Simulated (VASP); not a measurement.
Runs of VASP 6.6.1 on MgS (Niningerite). The structure is that of space group Fm-3m (No. 225), or close to it. The cells are those of the table. 

```tsv
level	cell	k mesh	smearing	grid for exact exchange (PRECFOCK)	screening parameter	gap on the mesh (eV)	pressure (GPa)
HSE06	a = 3.781, b = 3.781, c = 3.679 Å, angles 60.9, 60.9, 58.2°, 2 atoms	6 × 6 × 6	gaussian 0.01 eV	Normal	0.2079 1/Å	3.41	-4.0
PBE	a = 3.781, b = 3.781, c = 3.679 Å, angles 60.9, 60.9, 58.2°, 2 atoms	6 × 6 × 6	gaussian 0.01 eV	-	-	2.46	(b)
HSE06	a = 3.679, b = 3.679, c = 3.710 Å, angles 59.7, 59.7, 59.4°, 2 atoms	6 × 6 × 6	gaussian 0.01 eV	Normal	0.2079 1/Å	3.66	-0.7
PBE	a = 3.679, b = 3.679, c = 3.710 Å, angles 59.7, 59.7, 59.4°, 2 atoms	8 × 8 × 8	fermi-dirac 0.02 eV	-	-	2.69	0.9
PBE	a = 3.870 Å, angles 60.0°, 2 atoms	6 × 6 × 6	gaussian 0.01 eV	-	-	2.43	-7.9
PBE	a = 3.665, b = 3.665, c = 3.604 Å, angles 60.6, 60.6, 58.9°, 2 atoms	8 × 8 × 8	fermi-dirac 0.02 eV	-	-	2.70	3.5
PBE	a = 3.679, b = 3.679, c = 3.710 Å, angles 59.7, 59.7, 59.4°, 2 atoms	6 × 6 × 6	gaussian 0.01 eV	-	-	(a)	0.9
r2SCAN	a = 3.870 Å, angles 60.0°, 2 atoms	8 × 8 × 8	gaussian 0.01 eV	-	-	3.09	-9.3
```

Alike in all rows: task single point; potentials or basis VASP PAW PBE potentials, release 64 (Mg, S); no spin polarisation; cutoff (eV) 520.

Q: Fill in the values left out.

A: (a) 2.68; (b) -2.5.

Caveats: the PAW data sets were made with another functional, which shifts forces and pressure a little (some runs).

A k mesh can miss the band edges.
